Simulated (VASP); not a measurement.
# Cr (P6_3/mmc) in VASP: notebook, part 2 of 3

VASP 6.6.1. The steps go on from the part before.

### Step 4. Single point, PBE, collinear spin, ferromagnetic start (11.42 Å³/atom)

This run uses another cell than the first one, of 11.42 Å³/atom.

Contents of INCAR:

```
ALGO = Normal ; EDIFF = 1E-6
ENCUT = 520 ; GGA = PE
ISIF = 2 ; ISMEAR = -1
ISPIN = 2 ; LASPH = T
LCHARG = F ; LMAXMIX = 4
LORBIT = 11 ; LREAL = F
LWAVE = F ; MAGMOM = 1.5 1.5 1.5 1.5
NBANDS = 36 ; NELM = 150
PREC = Accurate ; SIGMA = 0.05
```

Contents of KPOINTS:

```
k-points
0
Gamma
  16 16 4
```

Contents of POSCAR:

```
Cr
1.0
    2.4634961072      0.0000000000      0.0000000000
   -1.2317480536      2.1334502110      0.0000000000
    0.0000000000      0.0000000000      8.6936219553
Cr
4
Direct
    1.0000000000      1.0000000000      0.0000000000
    1.0000000000      1.0000000000      0.5000000000
    0.3333333333      0.6666666667      0.2500000000
    0.6666666667      0.3333333333      0.7500000000
```

Potentials or basis: VASP PAW PBE potentials, release 64 (Cr_pv).

Started as:

```sh
$ cat potpaw_PBE.64/Cr_pv/POTCAR > POTCAR
$ mpirun -np 1 vasp_std > vasp.out
```

OUTCAR:

```text
EDIFF = 1E-6
   ENCUT = 520
   GGA = PE
   ISIF = 2
   ISMEAR = -1
   ISPIN = 2
   LASPH = T
   LORBIT = 11
   LREAL = F
   NELM = 150
   PREC = Accurate

 ion  position               nearest neighbor table
   1  0.000  0.000  0.000-   3 2.60   4 2.60   4 2.60   3 2.60   4 2.60   3 2.60
   2  0.000  0.000  0.500-   3 2.60   4 2.60   4 2.60   3 2.60   4 2.60   3 2.60
   3  0.333  0.667  0.250-   1 2.60   2 2.60   1 2.60   2 2.60   1 2.60   2 2.60
   4  0.667  0.333  0.750-   1 2.60   2 2.60   1 2.60   2 2.60   1 2.60   2 2.60

  LATTYP: Found a hexagonal cell.
 ALAT       =     2.4634961072
 C/A-ratio  =     3.5289773464

  Lattice vectors:

 A1 = (   2.4634961072,   0.0000000000,   0.0000000000)
 A2 = (  -1.2317480536,   2.1334502110,   0.0000000000)
 A3 = (   0.0000000000,   0.0000000000,   8.6936219553)

Analysis of symmetry for initial positions (statically):
=====================================================================
 Subroutine PRICEL returns:
 Original cell was already a primitive cell.

 Routine SETGRP: Setting up the symmetry group for a
 hexagonal supercell.

 Subroutine GETGRP returns: Found 24 space group operations
 (whereof 12 operations were pure point group operations)
 out of a pool of 24 trial point group operations.

The static configuration has the point symmetry D_3d.
 The point group associated with its full space group is D_6h.

Analysis of symmetry for dynamics (positions and initial velocities):
=====================================================================
 Subroutine PRICEL returns:
 Original cell was already a primitive cell.

 Routine SETGRP: Setting up the symmetry group for a
 hexagonal supercell.

 Subroutine GETGRP returns: Found 24 space group operations
 (whereof 12 operations were pure point group operations)
 out of a pool of 24 trial point group operations.

The dynamic configuration has the point symmetry D_3d.
 The point group associated with its full space group is D_6h.

Analysis of structural, dynamic, and magnetic symmetry:
=====================================================================
 Subroutine PRICEL returns:
 Original cell was already a primitive cell.

 Routine SETGRP: Setting up the symmetry group for a
 hexagonal supercell.

 Subroutine GETGRP returns: Found 24 space group operations
 (whereof 12 operations were pure point group operations)
 out of a pool of 24 trial point group operations.

The overall configuration has the point symmetry D_3d.
 The point group associated with its full space group is D_6h.

 Subroutine INISYM returns: Found 24 space group operations
 (whereof 12 operations are pure point group operations),
 and found     1 'primitive' translations

----------------------------------------------------------------------------------------

                                     Primitive cell

  volume of cell :      45.6915

  direct lattice vectors                    reciprocal lattice vectors
     2.463496107  0.000000000  0.000000000     0.405927169  0.234362160  0.000000000
[... 80 lines left out ...]
 SYSTEM =  unknown system
   PREC   = accura    normal or accurate (medium, high low for compatibility)
   ISTART =      0    job   : 0-new  1-cont  2-samecut
   ICHARG =      2    charge: 1-file 2-atom 10-const
   ISPIN  =      2    spin polarized calculation?
   LNONCOLLINEAR =      F non collinear calculations
   LSORBIT =      F    spin-orbit coupling
   LASPH  =      T    aspherical Exc in radial PAW
   ENCUT  =  520.0 eV  38.22 Ry    6.18 a.u.   4.58  4.58 16.16*2*pi/ulx,y,z
   NELM   =    150;   NELMIN=  2; NELMDL= -5     # of ELM steps
   EDIFF  = 0.1E-05   stopping-criterion for ELM
   LREAL  =      F    real-space projection
   EDIFFG = 0.1E-04   stopping-criterion for IOM
   NSW    =      0    number of steps for IOM
   IBRION =     -1    ionic relax: 0-MD 1-quasi-New 2-CG
   NFREE  =      0    steps in history (QN), initial steepest desc. (CG)
   ISIF   =      2    stress and relaxation
   ISYM   =      2    0-nonsym 1-usesym 2-fastsym
   POTIM  = 0.5000    time-step for ionic-motion
   TEBEG  =    0.0;   TEEND  =   0.0 temperature during run
   PSTRESS=    0.0 pullay stress
   NELECT =      48.0000    total number of electrons
   NUPDOWN=      -1.0000    fix difference up-down
   EMIN   =  10.00;   EMAX   =-10.00  energy-range for DOS
   EFERMI =   0.00;   METHOD = LEGACY
   ISMEAR =    -1;   SIGMA  =   0.05  broadening in eV -4-tet -1-fermi 0-gaus
   EFERMI_NEDOS =   21; number of points for ismear=-14 and -15
   IALGO  =     38    algorithm
   IMIX   =      4    mixing-type and parameters
     AMIX     =   0.40;   BMIX     =  1.00
     AMIX_MAG =   1.60;   BMIX_MAG =  1.00
  volume/ion in A,a.u.               =      11.42        77.09
  Fermi-wavevector in a.u.,A,eV,Ry     =   1.664218  3.144916 37.682986  2.769621
  Thomas-Fermi vector in A             =   2.750800
   LORBIT       =     11    0 simple, 1 ext, 2 COOP (PROOUT), +10 PAW based schemes
   GGA     = PE    functional components
   LHFCALC =     F    Hartree Fock is set to
   AEXX    =    0.0000 exact exchange contribution
   IVDW    =     0    specifies the selected vdW correction
   LEPSILON=     F    determine dielectric tensor
   LRPA    =     F    only Hartree local field effects (RPA)
 spin polarized calculation
  energy-cutoff  :      520.00
  volume of cell :       45.69
 maximum number of plane-waves:      1256
   NGX =  9   NGY =  9   NGZ = 33

 number of electron      48.0000008 magnetization       0.0002084

 number of electron      48.0000008 magnetization      -0.0001480

 Free energy of the ion-electron system (eV)
  ---------------------------------------------------
  ext. energy  EPLUGINS =         0.00000000
  ---------------------------------------------------
  free energy    TOTEN  =       -36.46428578 eV

  energy without entropy =      -36.41384064  energy(sigma->0) =      -36.43906321

 E-fermi :  10.9560     XC(G=0): -13.7175

 val. band max:       10.9550611672   @ k =   0.3125   0.2500   0.0000
 cond. band min:      10.9562950072   @ k =   0.3750   0.1250   0.0000
 fundamental gap:      0.0012338401
 Fermi energy:        10.9560313780

 spin component 1

 k-point     1 :       0.0000    0.0000    0.0000
  band No.  band energies     occupation
      1     -32.3429      1.00000
      2     -31.9579      1.00000
      3     -31.9501      1.00000
      4     -31.5501      1.00000
      5     -31.4268      1.00000
      6     -31.4268      1.00000
[... 925 lines left out ...]
     35      15.1861      0.00000
     36      18.4377      0.00000

 [... further k-points ...]

 spin component 2

 k-point     1 :       0.0000    0.0000    0.0000
  band No.  band energies     occupation
      1     -32.3430      1.00000
      2     -31.9580      1.00000
      3     -31.9501      1.00000
      4     -31.5502      1.00000
      5     -31.4268      1.00000
      6     -31.4268      1.00000
[... 925 lines left out ...]
     35      15.1861      0.00000
     36      18.4374      0.00000

 [... further k-points ...]
[... 5 lines left out ...]
  --------------------------------------------------------------------------------------
  -------------------------------------------------------------------------------------
  Total        3.0117848      3.0117848      2.5807906      0.0000000     -0.0000000      0.0000000
  in kB      105.6086217    105.6086217     90.4957546      0.0000000     -0.0000000      0.0000000
  external PRESSURE =     100.5709993 kB  Pullay stress =       0.0000000 kB

 VOLUME and BASIS-vectors are now :
 -----------------------------------------------------------------------------
  energy-cutoff  :      520.00
  volume of cell :       45.69
      direct lattice vectors                 reciprocal lattice vectors
     2.463496107  0.000000000  0.000000000     0.405927169  0.234362160  0.000000000
    -1.231748054  2.133450211  0.000000000     0.000000000  0.468724320  0.000000000
     0.000000000  0.000000000  8.693621955     0.000000000  0.000000000  0.115026856

 POSITION                                       TOTAL-FORCE (eV/Angst)
 -----------------------------------------------------------------------------------
      0.00000      0.00000      0.00000        -0.000000      0.000000     -0.000000
      0.00000      0.00000      4.34681        -0.000000      0.000000     -0.000000
     -0.00000      1.42230      2.17341         0.000000     -0.000000      0.000000
      1.23175      0.71115      6.52022         0.000000      0.000000     -0.000000
 -----------------------------------------------------------------------------------
    total drift:                                0.000000     -0.000000      0.000000

  FREE ENERGIE OF THE ION-ELECTRON SYSTEM (eV)
  ---------------------------------------------------
  free  energy   TOTEN  =       -36.4642857845 eV

  energy  without entropy=      -36.4138406408  energy(sigma->0) =      -36.43906321

 total charge

# of ion       s       p       d       tot
------------------------------------------
    1        0.456   6.395   4.259  11.110
    2        0.456   6.395   4.259  11.110
    3        0.457   6.397   4.252  11.107
    4        0.457   6.397   4.252  11.107
--------------------------------------------------
tot          1.827  25.583  17.024  44.434

 magnetization (x)

# of ion       s       p       d       tot
------------------------------------------
    1        0.000   0.000  -0.000  -0.000
    2        0.000   0.000  -0.000  -0.000
    3       -0.000  -0.000  -0.000  -0.000
    4       -0.000  -0.000  -0.000  -0.000
--------------------------------------------------
tot         -0.000   0.000  -0.000  -0.000
```

OSZICAR:

```text
N       E                     dE             d eps       ncg     rms          rms(c)
DAV:   1     0.601863970930E+03    0.60186E+03   -0.26266E+04 12984   0.168E+03
DAV:   2    -0.101821938456E+02   -0.61205E+03   -0.58821E+03 13080   0.510E+02
DAV:   3    -0.406948124156E+02   -0.30513E+02   -0.28762E+02 13648   0.133E+02
DAV:   4    -0.413369610973E+02   -0.64215E+00   -0.63900E+00 14400   0.185E+01
DAV:   5    -0.413583575508E+02   -0.21396E-01   -0.21391E-01 17200   0.302E+00    0.272E+01
DAV:   6    -0.359050484591E+02    0.54533E+01   -0.28019E+01 13064   0.438E+01    0.640E+00
DAV:   7    -0.364151100471E+02   -0.51006E+00   -0.10120E+00 13532   0.115E+01    0.627E+00
DAV:   8    -0.366334117590E+02   -0.21830E+00   -0.21334E+00 14296   0.157E+01    0.722E+00
DAV:   9    -0.363407600401E+02    0.29265E+00   -0.62869E-01 14552   0.854E+00    0.224E+00
DAV:  10    -0.364472147639E+02   -0.10645E+00   -0.55726E-02 14732   0.168E+00    0.713E-01
DAV:  11    -0.364596923213E+02   -0.12478E-01   -0.77341E-03 17516   0.664E-01    0.427E-01
DAV:  12    -0.364634846904E+02   -0.37924E-02   -0.10439E-03 15208   0.348E-01    0.206E-01
DAV:  13    -0.364642750200E+02   -0.79033E-03   -0.23149E-04 15372   0.136E-01    0.804E-02
DAV:  14    -0.364642700912E+02    0.49288E-05   -0.71109E-05 14220   0.821E-02    0.353E-02
DAV:  15    -0.364642796167E+02   -0.95254E-05   -0.12980E-05 15336   0.354E-02    0.163E-02
DAV:  16    -0.364642830795E+02   -0.34629E-05   -0.26201E-06 10356   0.133E-02    0.675E-03
DAV:  17    -0.364642853362E+02   -0.22567E-05   -0.43336E-07  7252   0.512E-03    0.213E-03
DAV:  18    -0.364642857845E+02   -0.44828E-06   -0.12617E-07  7208   0.316E-03
   1 F= -.36464286E+02 E0= -.36439063E+02  d E =-.504451E-01  mag=    -0.0000
```

It took 2.8 min on 1 thread of AMD EPYC 9R45 (Zen 5), shared host; peak memory 0.28 GiB.

What came out:

- Free energy: -36.4643 eV
- Pressure: 10.1 GPa
- Band gap on the k mesh: zero (filled and empty bands overlap)
- Net moment: 0.00 μB per cell
- Valence electrons inside the program's atomic spheres: Cr 11.11

Stress tensor (GPa, compression positive):
```
10.56  0.00  0.00
 0.00 10.56  0.00
 0.00  0.00  9.05
```

Caveat: the cell stands under pressure.

(Continued in part 3 of 3.)
